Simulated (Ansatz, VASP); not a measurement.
## One calculation of SrO, two programs

Contents of INCAR:

```
ALGO = Normal ; EDIFF = 1E-6
ENCUT = 520 ; GGA = PE
ISIF = 2 ; ISMEAR = 0
LASPH = True ; LCHARG = True
LELF = True ; LREAL = False
LVHAR = True ; LWAVE = False
NBANDS = 15 ; NELM = 80
PREC = Accurate ; SIGMA = 0.05
```

File KPOINTS:

```
k-points
0
Gamma
  8 8 8
```

The input POSCAR:

```
SrO
1.0
    0.0000000000      2.5698000000      2.5055550000
    2.5698000000      0.0000000000      2.5055550000
    2.5698000000      2.5698000000      0.0000000000
Sr O
1 1
Direct
    0.0000000000      0.0000000000      0.0000000000
    0.5000000000      0.5000000000      0.5000000000
```

Input for Ansatz:

```yaml
crystal:
  lattice:
    - [0.0, 2.5698, 2.505555]
    - [2.5698, 0.0, 2.505555]
    - [2.5698, 2.5698, 0.0]
  atoms:
    - { symbol: Sr, position: [0.0, 0.0, 0.0] }
    - { symbol: O, position: [0.5, 0.5, 0.5] }
basis:
  ecutwfc: 420
kpoints:
  mp_grid: { grid: [8, 8, 8] }
hamiltonian:
  xc: pbe
scf:
  occupations: { method: gaussian, width: 0.05 }
output:
  forces: true
  stress: true
  eigenvalues: true
```

Change from the starting cell: strain +0.000 along x and y, -0.025 along z, atoms carried along.

Alike in both runs: task single point; functional PBE; k mesh 8 × 8 × 8; occupations gaussian, width 0.05 eV; no spin polarisation.

|  | VASP | Ansatz |
| --- | --- | --- |
| version | VASP 6.6.1 | Ansatz 0.2.0 |
| potentials or method | VASP PAW PBE potentials, release 64 (Sr_sv, O), cutoff 520 eV | scalar-relativistic, plane waves, PAW |
| valence electrons in the cell | 16 | 16 |

```tsv
	VASP	Ansatz	Ansatz less VASP
gap on the k mesh at the Fermi level (eV)	3.11	3.17	+0.053
least direct gap on the mesh (eV)	3.27	3.31	+0.041
pressure (GPa)	6.3	5.7	-0.67
traceless stress, the component that is largest in VASP (GPa)	2.91	2.76	-0.151
```

With one functional, cell and mesh, what is left measures potentials, basis and numerics.
